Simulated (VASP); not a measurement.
# CO in VASP: notebook, part 2 of 2

VASP 6.6.1. Earlier steps stand in the parts before.

## Step 3: Single point, PBE+D3(BJ)

The input, INCAR:

```
PREC = Accurate ; ENCUT = 520
EDIFF = 1E-7 ; ISMEAR = -1
SIGMA = 0.05 ; LREAL = Auto
LASPH = True ; NELM = 60
ALGO = Normal ; ISIF = 2
LWAVE = False ; LCHARG = False
GGA = PE ; IVDW = 12
NBANDS = 66
```

The input, KPOINTS:

```
Automatic mesh
0
Gamma
  1 1 1
```

The input, POSCAR:

```
CO
1.0
    7.7417530000      0.0000000000      0.0000000000
    0.0000000000      7.7417530000      0.0000000000
    0.0000000000      0.0000000000      7.7417530000
O C
10 10
Direct
    0.9376429344      0.2877255319      0.8202922516
    0.3346270541      0.8881451010      0.9051309180
    0.8173471822      0.5998383054      0.5251265443
    0.6129231971      0.5600669512      0.0937901274
    0.1488939262      0.9451476946      0.5775565302
    0.8526363473      0.1536602886      0.1783058695
    0.6003033163      1.1149929480      0.5190814018
    0.4016919682      0.5268186676      0.6580292603
    0.2371297560      0.2710626392      0.1506764682
    1.1028509951      0.6540249992      0.1358477854
    1.0778179051      0.2572285631      0.7908544744
    0.4752024509      0.9067455394      0.8673100266
    0.9516190971      0.5991666229      0.5844283588
    0.5946069320      0.6756350919      0.1820647081
    0.2085574159      0.9076368104      0.4479088909
    0.7166593923      0.1277359275      0.1300609823
    0.6289402413      0.9710849726      0.5265344942
    0.3778859904      0.5442049107      0.5135271043
    0.2714888992      0.2395064787      0.2892497345
    1.0045915957      0.7402716155      0.0703458248
```

Potentials or basis: VASP PAW PBE potentials, release 64 (O, C).

Started as:

```console
cat potpaw_PBE.64/O/POTCAR potpaw_PBE.64/C/POTCAR > POTCAR
mpirun -np 1 vasp_gam > vasp.out
```

OUTCAR:

```text
PREC = Accurate
   ENCUT = 520
   EDIFF = 1E-7
   ISMEAR = -1
   LREAL = Auto
   LASPH = True
   NELM = 60
   ISIF = 2
   GGA = PE
   IVDW = 12
 IVDW          = 12

 ion  position               nearest neighbor table
   1  0.938  0.288  0.820-  11 1.13
   2  0.335  0.888  0.905-  12 1.14
   3  0.817  0.600  0.525-  13 1.14
   4  0.613  0.560  0.094-  14 1.13
   5  0.149  0.945  0.578-  15 1.14
   6  0.853  0.154  0.178-  16 1.13
[... 12 lines left out ...]
  19  0.271  0.240  0.289-   9 1.13
  20  0.005  0.740  0.070-  10 1.13

  LATTYP: Found a simple cubic cell.
 ALAT       =     7.7417530000

  Lattice vectors:

 A1 = (   7.7417530000,   0.0000000000,   0.0000000000)
 A2 = (   0.0000000000,   7.7417530000,   0.0000000000)
 A3 = (   0.0000000000,   0.0000000000,   7.7417530000)

Analysis of symmetry for initial positions (statically):
[... 189 lines left out ...]
 val. band max:       -5.0257582671   @ k =   0.0000   0.0000   0.0000
 cond. band min:       0.5562796811   @ k =   0.0000   0.0000   0.0000
 fundamental gap:      5.5820379483
 Fermi energy:        -3.7709606711

 k-point     1 :       0.0000    0.0000    0.0000
  band No.  band energies     occupation
      1     -26.0285      2.00000
      2     -26.0110      2.00000
      3     -26.0087      2.00000
      4     -25.9385      2.00000
      5     -25.9268      2.00000
      6     -25.9142      2.00000
[... 54 lines left out ...]
     61       1.5133      0.00000
     62       1.5349      0.00000
 [bands above 62 left out]

------------------------ aborting loop because EDIFF is reached ----------------------------------------

 Edisp (eV)   -1.18402

 E8    (eV) :    -0.3093

  FORCE on cell =-STRESS in cart. coord.  units (eV):
  Direction    XX          YY          ZZ          XY          YZ          ZX
  --------------------------------------------------------------------------------------
  -------------------------------------------------------------------------------------
  Total       5.02085     3.04679     3.93100    -0.61705    -0.71654     0.77739
  in kB      17.33683    10.52046    13.57362    -2.13067    -2.47420     2.68432
  external pressure =       13.81 kB  Pullay stress =        0.00 kB

 VOLUME and BASIS-vectors are now :
 -----------------------------------------------------------------------------
  energy-cutoff  :      520.00
  volume of cell :      464.00
      direct lattice vectors                 reciprocal lattice vectors
     7.741753000  0.000000000  0.000000000     0.129169711  0.000000000  0.000000000
     0.000000000  7.741753000  0.000000000     0.000000000  0.129169711  0.000000000
     0.000000000  0.000000000  7.741753000     0.000000000  0.000000000  0.129169711

 POSITION                                       TOTAL-FORCE (eV/Angst)
 -----------------------------------------------------------------------------------
      7.25900      2.22750      6.35050        -1.167721      0.200640      0.238004
      2.59060      6.87580      7.00730        -0.750634     -0.042364      0.226825
      6.32770      4.64380      4.06540        -0.662924     -0.063212     -0.307403
      4.74510      4.33590      0.72610         0.106169     -0.904277     -0.599475
      1.15270      7.31710      4.47130        -0.127246     -0.014663      0.072216
      6.60090      1.18960      1.38040         0.907825      0.154178      0.360973
[... 12 lines left out ...]
      2.10180      1.85420      2.23930         0.321357     -0.226079      1.164282
      0.03555      5.73100      0.54460        -0.848446      0.738143     -0.575179
 -----------------------------------------------------------------------------------
    total drift:                                0.007759      0.013010     -0.000121

  FREE ENERGIE OF THE ION-ELECTRON SYSTEM (eV)
  ---------------------------------------------------
  free  energy   TOTEN  =      -148.7692160350 eV

  energy  without entropy=     -148.7692160349  energy(sigma->0) =     -148.76921603
```

stdout:

```text
POSCAR found type information on POSCAR O C
 POSCAR found :  2 types and      20 ions
 scaLAPACK will be used
 LDA part: xc-table for (Slater+PW92), standard interpolation
 POSCAR, INCAR and KPOINTS ok, starting setup
 FFT: planning ... GRIDC
 FFT: planning ... GRID_SOFT
 FFT: planning ... GRID
 WAVECAR not read
 entering main loop
```

Run time: 38 s. Hardware: 1 thread of Intel Xeon 6975P-C (Granite Rapids), shared host; peak memory 0.43 GiB.

What came out:

```yaml
Free_energy: -148.7692 eV
Pressure: 1.4 GPa
Largest_force: 1.268 eV/Å
Dispersion_energy_per_atom: -0.059 eV
```

Forces in eV/Å, atoms in the order of the input:
```
O   -1.168  0.201  0.238
O   -0.751 -0.042  0.227
O   -0.663 -0.063 -0.307
O    0.106 -0.904 -0.599
O   -0.127 -0.015  0.072
O    0.908  0.154  0.361
O   -0.091  0.793 -0.017
O    0.087 -0.005  0.168
O   -0.255  0.283 -1.210
O    0.809 -0.801  0.548
C    1.169 -0.223 -0.241
C    0.758  0.067 -0.129
C    0.616  0.001  0.272
C   -0.117  0.858  0.596
C    0.094  0.033 -0.138
C   -0.948 -0.140 -0.328
C    0.144 -0.693  0.035
C   -0.045 -0.017 -0.135
C    0.321 -0.226  1.164
C   -0.848  0.738 -0.575
```

Caveat: the k points lie up to 0.81 Å⁻¹ apart, too coarse for converged energies, forces and pressures; the atoms stand as in a frame of molecular dynamics.

## Step 4: Single point, PBE+D3(BJ)

The input, INCAR:

```
SYSTEM = CO
PREC = Accurate
ENCUT = 520
EDIFF = 1E-6
ISMEAR = -1
SIGMA = 0.05
LREAL = Auto
LASPH = .TRUE.
NELM = 100
ALGO = Normal
ISIF = 2
LWAVE = .FALSE.
LCHARG = .FALSE.
GGA = PE
IVDW = 12
NBANDS = 66
```

The input, KPOINTS:

```
Automatic mesh
0
G
  1 1 1
  0 0 0
```

The input, POSCAR:

```
CO
1.0
    7.7417530000      0.0000000000      0.0000000000
    0.0000000000      7.7417530000      0.0000000000
    0.0000000000      0.0000000000      7.7417530000
O C
10 10
Direct
    0.9428355568      0.2505892399      0.8217131185
    0.3465235845      0.9469302366      0.9141598808
    0.7897306979      0.5509475696      0.5026639315
    0.5981590991      0.5248682049      0.1171310942
    0.1026382526      0.9539441519      0.5296087333
    0.8288562035      0.1365582188      0.1994767852
    0.6337453546      1.1553068149      0.5400198121
    0.4560078318      0.5116412265      0.6588171955
    0.2717084877      0.2848321304      0.1331223045
    1.0579516035      0.6065422134      0.1305647442
    1.0776499844      0.2572156461      0.7753411921
    0.4817384383      0.8952494351      0.8888813683
    0.9112664793      0.5975520015      0.5722476550
    0.6121740128      0.6412371978      0.1976813262
    0.2316529603      0.9311069470      0.4508281264
    0.7070104148      0.1700906758      0.1245712696
    0.6210867229      1.0078854234      0.5375655875
    0.3865145271      0.5697546796      0.5396452199
    0.2912131141      0.2780119696      0.2749118966
    1.0108563267      0.7267992146      0.0626989779
```

Started as:

```console
cat potpaw_PBE.64/O/POTCAR potpaw_PBE.64/C/POTCAR > POTCAR
mpirun -np 1 vasp_gam > vasp.out
```

It took 37 s on 1 thread of Intel Xeon 6975P-C (Granite Rapids), shared host; peak memory 0.43 GiB.

Results (log left out):

```
Free energy                : -148.4448 eV
Pressure                   : 1.7 GPa
Largest force              : 5.641 eV/Å
Dispersion energy per atom : -0.059 eV
```

Forces in eV/Å, atoms in the order of the input:
```
O   -4.754 -0.247  1.632
O   -0.650  0.215  0.101
O    0.173 -0.051  0.024
O   -0.576 -4.494 -3.182
O    3.283 -0.624 -2.002
O    0.657 -0.117  0.324
O   -0.029 -0.222  0.040
O   -0.884  0.717 -1.311
O   -0.599  0.186 -4.169
O    0.537 -1.363  0.791
C    4.777  0.282 -1.666
C    0.629 -0.225 -0.065
C    0.022 -0.003  0.061
C    0.478  4.734  3.031
C   -3.341  0.629  1.923
C   -0.555 -0.058 -0.358
C    0.071  0.188  0.061
C    0.721 -0.726  1.385
C    0.593 -0.251  4.191
C   -0.556  1.431 -0.812
```

Stress tensor (GPa, compression positive):
```
1.22 0.26 0.30
0.26 1.91 0.56
0.30 0.56 2.09
```

Levels at points of the mesh, in eV from the Fermi level:
```
           k point  band 47  band 48  band 49  band 50  band 51  band 52  band 53  band 54
(0.00, 0.00, 0.00)    -1.53    -1.47    -1.34    -1.28     4.44     4.53     4.55     4.69
```

Caveat: the k points lie up to 0.81 Å⁻¹ apart, too coarse for converged energies, forces and pressures; the atoms stand as in a frame of molecular dynamics.

## Step 5: Single point, PBE+D3(BJ)

The input, INCAR:

```
PREC     = Accurate       # precision mode
ENCUT    = 520            # plane-wave cutoff, eV
EDIFF    = 1E-6           # SCF threshold, eV
ISMEAR   = -1             # smearing method
SIGMA    = 0.05           # smearing width, eV
LREAL    = Auto         
LASPH    = True           # aspherical terms in the spheres
NELM     = 80             # most SCF steps
ALGO     = Normal         # electronic algorithm
ISIF     = 2              # what is computed and relaxed
LWAVE    = False          # write WAVECAR
LCHARG   = False          # write CHGCAR
GGA      = PE             # functional
IVDW     = 12             # dispersion correction
NBANDS   = 66             # bands
```

The input, KPOINTS:

```
regular mesh
0
Gamma
  1 1 1
```

The input, POSCAR:

```
CO
1.0
    7.7417530000      0.0000000000      0.0000000000
    0.0000000000      7.7417530000      0.0000000000
    0.0000000000      0.0000000000      7.7417530000
O C
10 10
Direct
    0.9699095282      0.1925791226      0.8169467561
    0.3752250944      1.0121996917      0.9160328417
    0.8205764250      0.4796071381      0.4775404227
    0.5762648330      0.5137208588      0.1463492829
    0.0626343930      0.9416859463      0.4390865996
    0.8151254632      0.1246229375      0.2195239244
    0.6743433948      1.1966927904      0.5879030240
    0.4942162324      0.5147154656      0.6711399860
    0.3024379620      0.2974390942      0.1117059663
    0.9836144346      0.5670808666      0.1096392510
    1.0714885892      0.2774694569      0.7523748174
    0.4578162078      0.8958952837      0.9483511034
    0.8527009322      0.5866759118      0.5719247307
    0.6139953057      0.6530303925      0.1718473839
    0.2025639413      0.9941805170      0.4449509045
    0.7143730884      0.1365323848      0.1139922702
    0.6334999321      1.0570861664      0.5726997490
    0.3765684594      0.5685792352      0.6036488118
    0.3189975190      0.3171374752      0.2573189819
    1.0276613062      0.6972710186      0.0557496474
```

Potentials or basis: VASP PAW PBE potentials, release 64 (O, C).

Started as:

```console
cat potpaw_PBE.64/O/POTCAR potpaw_PBE.64/C/POTCAR > POTCAR
mpirun -np 1 vasp_gam > vasp.out
```

OUTCAR:

```text
PREC = Accurate
   ENCUT = 520
   EDIFF = 1E-6
   ISMEAR = -1
   LREAL = Auto
   LASPH = True
   NELM = 80
   ISIF = 2
   GGA = PE
   IVDW = 12
 IVDW          = 12

 ion  position               nearest neighbor table
   1  0.970  0.193  0.817-  11 1.14
   2  0.375  0.012  0.916-  12 1.13
   3  0.821  0.480  0.478-  13 1.13
[... 296 lines left out ...]
  --------------------------------------------------------------------------------------
  -------------------------------------------------------------------------------------
  Total       3.48469     5.99394     2.56981    -0.18272    -0.23992     1.59994
  in kB      12.03252    20.69690     8.87348    -0.63093    -0.82845     5.52453
  external pressure =       13.87 kB  Pullay stress =        0.00 kB

 VOLUME and BASIS-vectors are now :
 -----------------------------------------------------------------------------
  energy-cutoff  :      520.00
  volume of cell :      464.00
      direct lattice vectors                 reciprocal lattice vectors
     7.741753000  0.000000000  0.000000000     0.129169711  0.000000000  0.000000000
     0.000000000  7.741753000  0.000000000     0.000000000  0.129169711  0.000000000
     0.000000000  0.000000000  7.741753000     0.000000000  0.000000000  0.129169711

 POSITION                                       TOTAL-FORCE (eV/Angst)
 -----------------------------------------------------------------------------------
      7.50880      1.49090      6.32460        -0.117187     -0.182889      0.178102
      2.90490      0.09445      7.09170        -0.775777      0.826683     -0.360362
      6.35270      3.71300      3.69700        -0.065611     -0.613592     -0.921476
      4.46130      3.97710      1.13300        -0.041922     -0.797801     -0.333536
      0.48490      7.29030      3.39930         1.545394      0.524486      0.079939
      6.31050      0.96480      1.69950         0.799306     -0.055355      0.733058
[... 12 lines left out ...]
      2.46960      2.45520      1.99210        -0.178869     -0.120410     -0.179112
      0.21415      5.39810      0.43160         0.071937      0.067740     -0.031475
 -----------------------------------------------------------------------------------
    total drift:                               -0.001292      0.000604     -0.018636

  FREE ENERGIE OF THE ION-ELECTRON SYSTEM (eV)
  ---------------------------------------------------
  free  energy   TOTEN  =      -148.4829508311 eV

  energy  without entropy=     -148.4829508310  energy(sigma->0) =     -148.48295083
```

OSZICAR:

```text
N       E                     dE             d eps       ncg     rms          rms(c)
DAV:   1     0.851789732063E+03    0.85179E+03   -0.54104E+04   140   0.137E+03
DAV:   2    -0.590523306732E+02   -0.91084E+03   -0.87916E+03   166   0.319E+02
DAV:   3    -0.152797986183E+03   -0.93746E+02   -0.92922E+02   144   0.108E+02
DAV:   4    -0.155294525406E+03   -0.24965E+01   -0.24789E+01   168   0.186E+01
DAV:   5    -0.155379415813E+03   -0.84890E-01   -0.84653E-01   182   0.286E+00    0.223E+01
DAV:   6    -0.148783966066E+03    0.65954E+01   -0.20959E+01   136   0.194E+01    0.117E+01
DAV:   7    -0.147595412069E+03    0.11886E+01   -0.17712E+00   184   0.648E+00    0.611E+00
DAV:   8    -0.147326519252E+03    0.26889E+00   -0.16524E+00   168   0.457E+00    0.150E+00
DAV:   9    -0.147305203691E+03    0.21316E-01   -0.13075E-01   176   0.148E+00    0.583E-01
DAV:  10    -0.147304455717E+03    0.74797E-03   -0.13330E-02   168   0.476E-01    0.160E-01
DAV:  11    -0.147304556737E+03   -0.10102E-03   -0.20581E-03   168   0.197E-01    0.724E-02
DAV:  12    -0.147304569028E+03   -0.12292E-04   -0.34863E-04   168   0.106E-01    0.235E-02
DAV:  13    -0.147304540273E+03    0.28756E-04   -0.95300E-05   176   0.617E-02    0.119E-02
DAV:  14    -0.147304526790E+03    0.13483E-04   -0.35371E-05   184   0.368E-02    0.946E-03
DAV:  15    -0.147304521854E+03    0.49363E-05   -0.10451E-05   192   0.223E-02    0.355E-03
DAV:  16    -0.147304521209E+03    0.64481E-06   -0.33236E-06   160   0.961E-03
   1 F= -.14848295E+03 E0= -.14848295E+03  d E =-.507207E-10
```

It took 35 s on 1 thread of Intel Xeon 6975P-C (Granite Rapids), shared host; peak memory 0.43 GiB.

Results:

```
Free energy                : -148.4830 eV
Pressure                   : 1.4 GPa
Largest force              : 1.663 eV/Å
Dispersion energy per atom : -0.059 eV
```

Forces on the atoms (eV/Å):
```
O   -0.117 -0.183  0.178
O   -0.776  0.827 -0.360
O   -0.066 -0.614 -0.921
O   -0.042 -0.798 -0.334
O    1.545  0.524  0.080
O    0.799 -0.055  0.733
O    0.163  0.899  0.202
O    1.107 -0.565  0.838
O   -0.235  0.015  0.303
O    0.068 -0.044 -0.033
C    0.255  0.158 -0.088
C    0.521 -0.902 -0.002
C    0.374  0.929  0.823
C    0.357  1.051  0.465
C   -1.496 -0.667 -0.039
C   -0.664  0.082 -0.766
C   -0.371 -1.285 -0.109
C   -1.315  0.679 -0.759
C   -0.179 -0.120 -0.179
C    0.072  0.068 -0.031
```

Stress tensor (GPa, compression positive):
```
 1.20 -0.06  0.55
-0.06  2.07 -0.08
 0.55 -0.08  0.89
```

Levels at points of the mesh, in eV from the Fermi level:
```csv
k point,band 47,band 48,band 49,band 50,band 51,band 52,band 53,band 54
"(0.00, 0.00, 0.00)",-1.67,-1.58,-1.44,-1.23,4.27,4.38,4.40,4.58
```

Caveat: the k points lie up to 0.81 Å⁻¹ apart, too coarse for converged energies, forces and pressures; the atoms stand as in a frame of molecular dynamics.

## Step 6: Overview

```tsv
cell	pressure (GPa)	largest force (eV/Å)
as given, atomic positions A	1.7	5.34
as given, atomic positions B	1.4	1.27
as given, atomic positions C	1.7	5.64
as given, atomic positions D	1.4	1.66
```

Alike in all rows: task single point; level PBE+D3(BJ); potentials or basis VASP PAW PBE potentials, release 64 (O, C); no spin polarisation; k mesh 1 × 1 × 1; cutoff (eV) 520; smearing fermi-dirac 0.05 eV.

Caveats: all runs use coarse meshes; the atoms stand as in a frame of molecular dynamics (at least some runs).

Total energies depend on the potentials used, so only differences within one code and one set of settings carry meaning.
